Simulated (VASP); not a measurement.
Input of a VASP 6.6.1 run:

The input INCAR:

```
SYSTEM = AlCo
PREC     = Accurate       ! precision mode
ENCUT    = 520            ! plane-wave cutoff, eV
EDIFF    = 1E-7           ! SCF threshold, eV
ISMEAR   = 0              ! smearing method
SIGMA    = 0.15           ! smearing width, eV
LREAL    = .FALSE.        ! projectors in reciprocal space
LASPH    = .TRUE.         ! aspherical terms in the spheres
NELM     = 60             ! most SCF steps
ALGO     = Fast           ! electronic algorithm
ISIF     = 2              ! what is computed and relaxed
LWAVE    = .FALSE.        ! write WAVECAR
LCHARG   = .TRUE.         ! write CHGCAR
GGA      = PE             ! functional
LELF     = .TRUE.         ! ELF
LVHAR    = .TRUE.       
NBANDS   = 27             ! bands
```

Contents of KPOINTS:

```
Automatic mesh
0
G
  21 21 7
  0 0 0
```

POSCAR

```
AlCo
1.0
    0.0000000000     -2.8519024102      0.0000000000
    0.0000000000      0.0000000000     -2.8519024102
    8.8057072306      0.0000000000      0.0000000000
Al Co
3 3
Direct
    1.0000000000      1.0000000000      0.2428861370
    1.0000000000      1.0000000000      0.5667559109
    1.0000000000      1.0000000000      0.8906256849
    0.5000000000      0.5000000000      0.0809512500
    0.5000000000      0.5000000000      0.4048210239
    0.5000000000      0.5000000000      0.7286907979
```

Potentials or basis: VASP PAW PBE potentials, release 64 (Al, Co).

The run is started by

```sh
$ cat potpaw_PBE.64/Al/POTCAR potpaw_PBE.64/Co/POTCAR > POTCAR
$ mpirun -np 1 vasp_std > vasp.out
```

**Question.** What does it give for the band gap on the k mesh?

**Answer.** Zero (bands 18 and 19 overlap by 0.99 eV).

**Question.** What does it give for the largest force?

**Answer.** 1.105 eV/Å.

**Question.** Estimate the pressure.

**Answer.** -3.8 GPa.

Stress tensor (GPa, compression positive):
```
-5.74  0.00  0.00
 0.00 -2.89  0.00
 0.00  0.00 -2.89
```

Caveat: the cell differs from its parent crystal (the distance across one plane changed); the cell stands under tension; the run has no spin polarisation, though such a crystal can be magnetic; forces of over 1 eV/Å act on the atoms, so gaps and moduli don't describe the material at rest. Spin polarisation is off, so any magnetic state and its effect on volume and gap are missing.
